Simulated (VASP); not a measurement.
Wanted: the native input for a VASP 6.6.1 run.

| Quantity | Value |
| --- | --- |
| Task | single point |
| Functional | LDA |
| Potentials or basis | VASP PAW PBE potentials, release 64 (Lu) |
| Cutoff | 520 eV |
| k mesh | 11 × 11 × 6 |
| Occupations | gaussian, width 0.1 eV |
| Spin | no spin polarisation |
| Dipole correction | no |
| Further INCAR settings | ALGO = Normal; EDIFF = 1e-07; NBANDS = 32 |

The structure of Lu lies in POSCAR:

```
Lu
1.0
    3.3823924653      0.0000000000      0.0000000000
   -1.6911962327      2.9292378005      0.0000000000
    0.0000000000      0.0000000000      5.2524129119
Lu
2
Direct
    0.3333333333      0.6666666667      0.2500000000
    0.6666666667      0.3333333333      0.7500000000
```

One way to write it, as run:

INCAR

```
PREC     = Accurate       # precision mode
ENCUT    = 520            # plane-wave cutoff, eV
EDIFF    = 1E-7           # SCF threshold, eV
ISMEAR   = 0              # smearing method
SIGMA    = 0.1            # smearing width, eV
LREAL    = False          # projectors in reciprocal space
LASPH    = True           # aspherical terms in the spheres
NELM     = 80             # most SCF steps
ALGO     = Normal         # electronic algorithm
ISIF     = 2              # what is computed and relaxed
LWAVE    = False          # write WAVECAR
LCHARG   = True           # write CHGCAR
GGA      = CA             # functional
LELF     = True           # ELF
LVHAR    = True         
NBANDS   = 32             # bands
```

KPOINTS

```
regular mesh
0
Gamma
  11 11 6
```

Potentials or basis: VASP PAW PBE potentials, release 64 (Lu).

Command:

```sh
$ cat potpaw_PBE.64/Lu/POTCAR > POTCAR
$ mpirun -np 1 vasp_std > vasp.out
```

It gave:

```
Pressure               : 0.0 GPa
Band gap on the k mesh : zero (band 25 reaches 3.62 eV, above the bottom of band 26 at 1.71 eV)
```

Caveat: the PAW data sets were made with another functional, which shifts forces and pressure a little; spin-orbit coupling is left out, which moves the levels of the heavy elements.

Wall time 85 s on 1 thread of Intel(R) Xeon(R) Platinum 8259CL CPU @ 2.50GHz (Skylake/Cascade Lake), on a shared host, peak memory 0.22 GiB.
